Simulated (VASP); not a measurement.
Ag3Au, 4 atoms in the cell. Symmetry: Pm-3m, No. 221, cubic system. Conventional cell: a = 4.085 Å, b = 4.085 Å, c = 4.085 Å, α = 90.00°, β = 90.00°, γ = 90.00°. Within 3.8 Å of Au (site symmetry m-3m) lie 12 Ag at 2.89 Å. Within 3.8 Å of Ag (site symmetry 4/mmm) lie 4 Au at 2.89 Å and 8 Ag at 2.89 Å. 

| Quantity | Value |
| --- | --- |
| Program | VASP 6.6.1 |
| Task | relaxation of cell and atoms |
| Functional | LDA |
| Potentials or basis | VASP PAW LDA potentials, release 64 (Au, Ag) |
| Cutoff | 600 eV |
| k mesh | 4 × 4 × 4 |
| Occupations | fermi-dirac, width 0.1 eV |
| Spin | no spin polarisation |
| Dipole correction | no |
| Further INCAR settings | ALGO = Normal; EDIFF = 1e-06; IBRION = 2; EDIFFG = -0.02; NSW = 80; ISIF = 3 |

Potentials or basis: VASP PAW LDA potentials, release 64 (Au, Ag).

Launch:

```bash
$ cat potpaw_LDA.64/Au/POTCAR potpaw_LDA.64/Ag/POTCAR > POTCAR
$ mpirun -np 1 vasp_std > vasp.out
```

Hardware: 1 thread of AMD EPYC 9R45 96-Core Processor (Zen 5), on a shared host.

Problem. How long does it take, and how much memory?

Solution. Run time: 26 s on 1 thread of AMD EPYC 9R45 96-Core Processor (Zen 5), with other jobs on the host, peak memory 0.16 GiB. Counts: scf iterations 28, k points 10, ion steps 3.
